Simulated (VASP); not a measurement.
Wanted: the native input for a VASP 6.6.1 run.

```yaml
Task: single point
Functional: PBE
Potentials_or_basis: VASP PAW PBE potentials, release 64 (Bi_d)
Cutoff: 520 eV
k_mesh: 9 × 9 × 1
Occupations: gaussian, width 0.02 eV
Spin: no spin polarisation
Dipole_correction: yes
Further_INCAR_settings: ALGO = Normal; EDIFF = 1e-06; NBANDS = 22
```

The structure of Bi lies in POSCAR:

```
Bi
1.0
    4.5580000000      0.0000000000      0.0000000000
   -2.2790000000      3.9473437904      0.0000000000
    0.0000000000      0.0000000000     28.0000000000
Bi
2
Direct
    0.3333333333      0.6666666667      0.5396071429
    0.6666666667      0.3333333333      0.4603928571
```

These files were run (other wordings do the same):

INCAR

```
PREC = Accurate ; ENCUT = 520
EDIFF = 1E-6 ; ISMEAR = 0
SIGMA = 0.02 ; LREAL = F
LASPH = T ; NELM = 60
ALGO = Normal ; ISIF = 2
LWAVE = F ; LCHARG = T
LDIPOL = T ; IDIPOL = 3
DIPOL = 0.5 0.5 0.500 ; GGA = PE
LELF = T ; LVHAR = T
LVACPOTAV = T ; NBANDS = 22
```

KPOINTS

```
Automatic mesh
0
Gamma
  9 9 1
```

Potentials or basis: VASP PAW PBE potentials, release 64 (Bi_d).

The run is started by

```bash
$ cat potpaw_PBE.64/Bi_d/POTCAR > POTCAR
$ mpirun -np 1 vasp_std > vasp.out
```

It gave:

```
Largest force          : 2.599 eV/Å
Band gap on the k mesh : 0.13 eV, indirect (least direct gap 0.25 eV)
```

Caveat: spin-orbit coupling is left out, which moves the levels of the heavy elements.

Wall time 120 s on 1 thread of Intel(R) Xeon(R) 6975P-C (Granite Rapids), with other jobs on the host, peak memory 0.58 GiB.
